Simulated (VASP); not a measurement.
The system is Mo.

```
Mo
1.0
     2.73551    0.00000    0.00000
    -1.36776    2.36902    0.00000
     0.00000    0.00000    2.55518
Mo
1
Direct
  0.00000 0.00000 0.50000
```

| Item | Value |
| --- | --- |
| Program | VASP 6.6.1 |
| Task | relaxation of cell and atoms |
| Functional | PBEsol |
| Dispersion | D3(BJ) |
| Potentials or basis | VASP PAW PBE potentials, release 64 (Mo_sv) |
| Cutoff | 600 eV |
| k mesh | 13 × 13 × 12 |
| Occupations | fermi-dirac, width 0.1 eV |
| Spin | no spin polarisation |

At the start: pressure -9.9 GPa; volume 16.56 Å³/atom.

How do energy, volume and symmetry change on relaxing?

Over 9 steps the energy falls by 32.0 meV/atom and the volume is 15.79 Å³/atom (-4.6 %); space group P6/mmm (No. 191, to 0.05 Å).

Step by step:
```tsv
step	energy change (eV)	largest force (eV/Å)	pressure (GPa)	volume (Å³)
1	0.0000	0.0000	-9.91	16.56
2	0.1084	0.0000	31.18	14.22
3	-0.0289	0.0000	0.37	15.78
4	-0.0290	0.0000	0.74	15.75
5	-0.0317	0.0000	0.02	15.79
6	-0.0320	0.0000	0.15	15.78
7	-0.0320	0.0000	0.14	15.78
8	-0.0320	0.0000	-0.26	15.81
9	-0.0320	0.0000	0.00	15.79
```

Final structure:
```cif
data_structure
_symmetry_space_group_name_H-M 'P 1'
_symmetry_Int_Tables_number 1
_cell_length_a 2.7190
_cell_length_b 2.7190
_cell_length_c 2.4664
_cell_angle_alpha 90.000
_cell_angle_beta 90.000
_cell_angle_gamma 120.000
_cell_volume 15.79
loop_
_atom_site_label
_atom_site_type_symbol
_atom_site_fract_x
_atom_site_fract_y
_atom_site_fract_z
_atom_site_occupancy
Mo1 Mo 0.00000 0.00000 0.50000 1
```

Caveat: the PAW data sets were made with another functional, which shifts forces and pressure a little; pairwise dispersion overbinds metals, which lowers pressure and volume.
